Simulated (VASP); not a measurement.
Here is a VASP 6.6.1 calculation.

INCAR

```
PREC = Accurate
ENCUT = 500
EDIFF = 1E-7
ISMEAR = -1
SIGMA = 0.15
LREAL = F
LASPH = T
NELM = 120
ALGO = Normal
ISIF = 3
LWAVE = F
LCHARG = F
GGA = PE
IBRION = 2
NSW = 80
EDIFFG = -0.005
PSTRESS = 50.0
GGA_COMPAT = F
NELMIN = 4
```

Contents of KPOINTS:

```
Automatic mesh
0
Gamma
  14 14 14
```

POSCAR

```
Al
1.0
    2.8635070000      0.0000000000      0.0000000000
    1.4317535000      2.4798698059      0.0000000000
    1.4317535000      0.8266232686      2.3380436750
Al
1
Direct
    0.0000000000      0.0000000000      0.0000000000
```

Potentials or basis: VASP PAW PBE potentials, release 64 (Al).

The run is started by

```console
$ cat potpaw_PBE.64/Al/POTCAR > POTCAR
$ mpirun -np 1 vasp_std > vasp.out
```

(1) Estimate the space group after relaxing (to 0.05 Å).

(2) What does it give for the relaxed volume?

(3) Estimate the relaxed cell.

Answers

(1) Fm-3m (No. 225).

(2) 15.58 Å³/atom.

(3) a = 2.803 Å, b = 2.803 Å, c = 2.803 Å, α = 60.00°, β = 60.00°, γ = 60.00°.

Caveat: the cell is relaxed towards a set pressure, so the enthalpy falls and the energy may rise.
